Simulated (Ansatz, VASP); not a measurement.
Si2Te4S: VASP beside Ansatz

```xyz
7
Lattice="3.4628 -1.9238 0.0227 3.4628 1.9238 0.0227 -2.3358 0.0000 14.2404" Properties=species:S:1:pos:R:3 pbc="T T T"
Si    5.6393    0.0000    3.7044
Si   -1.0496    0.0000   10.5813
Te    1.0861    0.0000    5.2109
Te    3.3819    0.0000    1.9809
Te    1.2078    0.0000   12.3048
Te    3.5037    0.0000    9.0748
S     0.0000    0.0000    0.0000
```

Change from the starting cell: the structure that the rattled cell fell into.

Alike in both runs: functional PBE; k mesh 10 × 10 × 4; occupations gaussian, width 0.1 eV; no spin polarisation.

Ansatz relaxed the structure, and its values are those at the end. VASP's run is a single point on that final structure, the one shown.

```csv
,VASP,Ansatz
version,VASP 6.6.1,Ansatz 0.2.0
potentials or method,"VASP PAW PBE potentials, release 64 (Si, Te, S), cutoff 520 eV","scalar-relativistic, plane waves, PAW"
valence electrons in the cell,38,78
```

VASP gave:

```
gap on the k mesh at the Fermi level (eV) : none
pressure (GPa)                            : 0.0
rms of the force components (eV/Å)        : 0.008
```

Q: What did Ansatz give for the same quantities?

A: gap on the k mesh at the Fermi level (eV): none; pressure (GPa): 0.0; rms of the force components (eV/Å): 0.001.

A gap of «none» marks a metal or a gap that the smearing closes. The functional is the same, so the differences come from potentials, cutoffs and numerics. VASP's potentials hold 38 valence electrons a cell and Ansatz's 78, so a difference there can come from the potentials and not from the codes.

Spin-orbit coupling is off throughout.
